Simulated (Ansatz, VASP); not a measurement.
ZnS: VASP beside Ansatz

The input POSCAR:

```
ZnS
1.0
    3.9854483574      0.0000000000      0.0000000000
   -1.9927241787      3.4514995230      0.0000000000
    0.0000000000      0.0000000000      5.9382758531
Zn S
2 2
Direct
    0.3333333333      0.6666666667      0.2500000000
    0.6666666667      0.3333333333      0.7500000000
    0.6666666667      0.3333333333      0.2500000000
    0.3333333333      0.6666666667      0.7500000000
```

Contents of INCAR.step1:

```
SYSTEM = ZnS
PREC     = Accurate       ! precision mode
ENCUT    = 520            ! plane-wave cutoff, eV
ISMEAR   = 0              ! smearing method
SIGMA    = 0.01           ! smearing width, eV
LREAL    = .False.        ! projectors in reciprocal space
LASPH    = .True.         ! aspherical terms in the spheres
NELM     = 60             ! most SCF steps
NBANDS   = 26             ! bands
GGA      = PE             ! functional
ALGO     = Normal         ! electronic algorithm
EDIFF    = 1E-4           ! SCF threshold, eV
LWAVE    = .True.         ! write WAVECAR
LCHARG   = .False.        ! write CHGCAR
```

File INCAR.step2:

```
SYSTEM = ZnS
PREC     = Accurate       ! precision mode
ENCUT    = 520            ! plane-wave cutoff, eV
EDIFF    = 1E-6           ! SCF threshold, eV
ISMEAR   = 0              ! smearing method
SIGMA    = 0.01           ! smearing width, eV
LREAL    = .False.        ! projectors in reciprocal space
LASPH    = .True.         ! aspherical terms in the spheres
NELM     = 60             ! most SCF steps
ALGO     = Normal         ! electronic algorithm
ISIF     = 2              ! what is computed and relaxed
LWAVE    = .False.        ! write WAVECAR
LCHARG   = .False.        ! write CHGCAR
METAGGA  = R2SCAN         ! meta-GGA
LMIXTAU  = .True.       
NBANDS   = 26             ! bands
ISTART   = 1
```

KPOINTS

```
regular mesh
0
Gamma
  6 6 4
  0 0 0
```

Input for Ansatz:

```yaml
crystal:
  lattice:
    - [3.9854483574, 0.0, 0.0]
    - [-1.9927241787, 3.451499523, 0.0]
    - [0.0, 0.0, 5.9382758531]
  atoms:
    - { symbol: Zn, position: [0.3333333333, 0.6666666667, 0.25] }
    - { symbol: Zn, position: [0.6666666667, 0.3333333333, 0.75] }
    - { symbol: S, position: [0.6666666667, 0.3333333333, 0.25] }
    - { symbol: S, position: [0.3333333333, 0.6666666667, 0.75] }
kpoints:
  mp_grid: { grid: [6, 6, 4] }
hamiltonian:
  xc: r2scan
scf:
  occupations: { method: fixed }
  n_extra_bands: 5
output:
  forces: true
  stress: true
  eigenvalues: true
```

Alike in both runs: task single point; functional r2SCAN; k mesh 6 × 6 × 4; no spin polarisation.

|  | VASP | Ansatz |
| --- | --- | --- |
| version | VASP 6.6.1 | Ansatz 0.2.0 |
| potentials or method | VASP PAW PBE potentials, release 64 (Zn, S) | plane waves, PAW |
| plane-wave cutoff (eV) | 520 | 500 |
| occupations | gaussian, width 0.01 eV | fixed |
| valence electrons in the cell | 36 | 36 |

|  | VASP | Ansatz | Ansatz less VASP |
| --- | --- | --- | --- |
| gap on the k mesh at the Fermi level (eV) | 1.85 | 1.85 | 0.000 |
| pressure (GPa) | -2.1 | -2.1 | -0.04 |
| traceless stress, the component that is largest in VASP (GPa) | 1.03 | 1.07 | +0.031 |

VASP's potentials were made for PBE, not for r2SCAN.
